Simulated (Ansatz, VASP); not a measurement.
**Two plane-wave programs on Sr**

```
Sr
1.0
    -2.55608    2.55608    2.55608
     2.55608   -2.55608    2.55608
     2.55608    2.55608   -2.55608
Sr
1
Direct
  0.00000 0.00000 0.00000
```

Alike in both runs: task relaxation of cell and atoms; functional PBEsol; k mesh 12 × 12 × 12; occupations gaussian, width 0.1 eV; no spin polarisation.

|  | VASP | Ansatz |
| --- | --- | --- |
| version | VASP 6.6.1 | Ansatz 0.2.0 |
| potentials or method | VASP PAW PBE potentials, release 64 (Sr_sv), cutoff 600 eV | scalar-relativistic, plane waves, PAW |
| valence electrons in the cell | 10 | 10 |

Ansatz gave:

| Item | Value |
| --- | --- |
| gap on the k mesh at the Fermi level, each at its own relaxed structure (eV) | none |
| relaxed volume (Å³/atom) | 51.01 |
| relaxed length of the cell vector where the two differ most in proportion (Å) | 4.047 |

**Question.** Estimate VASP's values.

**Answer.** gap on the k mesh at the Fermi level, each at its own relaxed structure (eV): none; relaxed volume (Å³/atom): 51.06; relaxed length of the cell vector where the two differ most in proportion (Å): 4.048.

VASP's potentials were made for PBE, not for PBEsol. A gap of «none» marks a metal or a gap that the smearing closes.

Noted on VASP's run: the volume moved by over 15 % at a fixed basis, so the end points are rough.
